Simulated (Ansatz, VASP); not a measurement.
## Two plane-wave programs on As

File INCAR:

```
SYSTEM = As
PREC = Accurate ; ENCUT = 520
EDIFF = 1E-6 ; ISMEAR = 0
SIGMA = 0.05 ; LREAL = .False.
LASPH = .True. ; NELM = 80
ALGO = Normal ; ISIF = 2
LWAVE = .False. ; LCHARG = .False.
LDIPOL = .True. ; IDIPOL = 3
DIPOL = 0.5 0.5 0.500 ; GGA = PE
IVDW = 12 ; NBANDS = 12
```

The input KPOINTS:

```
Automatic mesh
0
Gamma
  33 33 1
  0 0 0
```

POSCAR

```
As
1.0
    3.5704865906      0.0000000000      0.0000000000
   -1.7852432953      3.0921320914      0.0000000000
    0.0000000000      0.0000000000     19.3981243213
As
2
Direct
    0.3333333333      0.6666666667      0.4639623837
    0.6666666667      0.3333333333      0.5360376163
```

Input for Ansatz:

```yaml
crystal:
  lattice:
    - [3.5704865906, 0.0, 0.0]
    - [-1.7852432953, 3.0921320914, 0.0]
    - [0.0, 0.0, 19.3981243213]
  atoms:
    - { symbol: As, position: [0.3333333333, 0.6666666667, 0.4639623837] }
    - { symbol: As, position: [0.6666666667, 0.3333333333, 0.5360376163] }
basis:
  ecutwfc: 420.0
  fft_grid_basis: typed
kpoints:
  mp_grid: { grid: [33, 33, 1] }
hamiltonian:
  xc: pbe
  dispersion: d3bj
  pseudopotentials: { kind: paw }
scf:
  occupations: { method: gaussian, width: 0.05 }
output:
  forces: true
  eigenvalues: true
  band_densities:
    - { e_range: [-2.75, -1.95] }
    - { e_range: [-1.95, -1.35] }
    - { e_range: [-1.35, -1.0] }
    - { e_range: [-1.0, 0.0] }
    - { e_range: [0.0, 1.0] }
    - { e_range: [1.0, 1.35] }
    - { e_range: [1.35, 1.95] }
    - { e_range: [1.95, 2.55] }
  band_residual_tolerance: 1.0e-05
  write_potential: true
  elf: true
  write_density: true
  volumetric_format: npy
efield:
  axis: 3
  dipole_correction: true
  ramp_width: 0.04
checkpoint:
  read: start.run
  write: ck
  compress: false
  write_wavefunctions: false
  write_every: 100000
```

Alike in both runs: task single point; functional PBE; dispersion D3(BJ); k mesh 33 × 33 × 1; occupations gaussian, width 0.05 eV; no spin polarisation.

|  | VASP | Ansatz |
| --- | --- | --- |
| version | VASP 6.6.1 | Ansatz 0.2.0 |
| potentials or method | VASP PAW PBE potentials, release 64 (As), cutoff 520 eV | scalar-relativistic, plane waves, PAW |
| valence electrons in the cell | 10 | 30 |

|  | VASP | Ansatz | Ansatz less VASP |
| --- | --- | --- | --- |
| gap on the k mesh at the Fermi level (eV) | 1.54 | 1.54 | -0.003 |
| rms of the force components (eV/Å) | 0.054 | 0.001 | -0.0527 |

Atom by atom the forces differ by 0.053 eV/Å (rms over components). VASP's potentials hold 10 valence electrons a cell and Ansatz's 30, so a difference there can come from the potentials and not from the codes.
